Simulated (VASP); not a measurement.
AlN: single point with PBE

The system is AlN.

```
CELL_PARAMETERS angstrom
0.00000 2.01887 1.95830
2.01887 0.00000 1.95830
2.01887 2.01887 0.00000
ATOMIC_POSITIONS crystal
Al 0.00000 0.00000 0.00000
N 0.50000 0.50000 0.50000
```

This cell differs from its parent crystal: uniaxial z strain -3.0%.

| Property | Result |
| --- | --- |
| Program | VASP 6.6.1 |
| Task | single point |
| Functional | PBE |
| Potentials or basis | VASP PAW PBE potentials, release 64 (Al, N) |
| Cutoff | 520 eV |
| k mesh | 6 × 6 × 6 |
| Occupations | gaussian, width 0.01 eV |
| Spin | no spin polarisation |

| Item | Value |
| --- | --- |
| Pressure | 15.6 GPa |
| Band gap on the k mesh | 4.69 eV, indirect (least direct gap 6.09 eV) |

Stress tensor (GPa, compression positive):
```
11.81  0.00  0.00
 0.00 11.81  0.00
 0.00  0.00 23.06
```

Levels at points of the mesh, in eV from the valence-band top:
```csv
k point,band 1,band 2,band 3,band 4,band 5,band 6,band 7,band 8,band 9
"(0.00, 0.00, 0.00)",-17.95,-0.23,0.00,0.00,6.09,12.08,12.08,12.49,17.45
"(0.50, 0.00, 0.00)",-14.55,-8.60,-1.28,-1.16,6.25,10.86,11.62,13.73,16.42
"(0.50, 0.50, 0.00)",-13.35,-7.59,-3.12,-3.12,4.69,4.97,14.66,17.52,17.52
"(0.50, 0.00, 0.50)",-13.60,-7.74,-3.08,-2.69,4.98,5.28,14.27,17.32,18.36
```

It took 7.4 s on 1 thread of Intel Xeon 8259CL, with other jobs on the host, peak memory 0.13 GiB.

Caveat: the k points lie up to 0.45 Å⁻¹ apart; the cell differs from its parent crystal (uniaxial z strain -3.0%). A k mesh can miss the band edges.
